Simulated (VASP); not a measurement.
A run of VASP 6.6.1:

The input INCAR:

```
PREC = Accurate
ENCUT = 520
EDIFF = 1E-7
ISMEAR = -1
SIGMA = 0.1
LREAL = F
LASPH = T
NELM = 60
ALGO = Normal
ISIF = 2
LWAVE = F
LCHARG = F
GGA = RE
NBANDS = 32
```

File KPOINTS:

```
regular mesh
0
Gamma
  12 12 12
```

Contents of POSCAR:

```
Lu
1.0
    0.0000000000      3.7605886698      3.7605886698
    3.7605886698      0.0000000000      3.7605886698
    3.7605886698      3.7605886698      0.0000000000
Lu
2
Direct
    0.1250000000      0.1250000000      0.1250000000
    0.8750000000      0.8750000000      0.8750000000
```

Potentials or basis: VASP PAW PBE potentials, release 64 (Lu).

Command:

```bash
$ cat potpaw_PBE.64/Lu/POTCAR > POTCAR
$ mpirun -np 1 vasp_std > vasp.out
```

Hardware: 1 thread of Intel(R) Xeon(R) Platinum 8488C (Sapphire Rapids), with other jobs on the host.

**Question.** Estimate the wall time of this run.

**Answer.** Wall time 3.8 min on 1 thread of Intel(R) Xeon(R) Platinum 8488C (Sapphire Rapids) (shared host), peak memory 0.38 GiB. Counts: scf iterations 15, k points 72.
